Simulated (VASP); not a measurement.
Set up this calculation in VASP 6.6.1, as the native input.

```
Task                   : single point
Functional             : PBE
Potentials or basis    : VASP PAW PBE potentials, release 64 (Al, Co)
Cutoff                 : 520 eV
k mesh                 : 24 × 24 × 24
Occupations            : gaussian, width 0.15 eV
Spin                   : no spin polarisation
Dipole correction      : no
Further INCAR settings : ALGO = Fast; EDIFF = 1e-06; NBANDS = 13
```

The structure of AlCo lies in POSCAR:

```
AlCo
1.0
    2.5408841081      0.0000000000      0.0000000000
    0.0000000000      2.5408841081      0.0000000000
    0.0000000000      0.0000000000      3.5928101288
Al Co
1 1
Direct
    0.0000000000      0.0000000000      0.0000000000
    0.5000000000      0.5000000000      0.5000000000
```

This cell differs from its parent crystal: ratio of the length along z to the lengths across it x 1.414, volume and fractional coordinates fixed.

These files were run (other wordings do the same):

INCAR

```
ALGO = Fast
EDIFF = 1E-6
ENCUT = 520
GGA = PE
ISIF = 2
ISMEAR = 0
LASPH = True
LCHARG = False
LREAL = False
LWAVE = False
NBANDS = 13
NELM = 100
PREC = Accurate
SIGMA = 0.15
```

KPOINTS

```
k-points
0
Gamma
  24 24 24
```

Potentials or basis: VASP PAW PBE potentials, release 64 (Al, Co).

Command:

```sh
$ cat potpaw_PBE.64/Al/POTCAR potpaw_PBE.64/Co/POTCAR > POTCAR
$ mpirun -np 1 vasp_std > vasp.out
```

It gave:

| Property | Result |
| --- | --- |
| Pressure | 6.6 GPa |
| Band gap on the k mesh | zero (bands 6 and 7 overlap by 3.03 eV) |

Caveat: the stress differs along the axes, from -13 to 16 GPa; the run has no spin polarisation, though such a crystal can be magnetic.

Wall time 4 min on 1 thread of Intel(R) Xeon(R) Platinum 8559C (Emerald Rapids), on a shared host, peak memory 0.46 GiB.
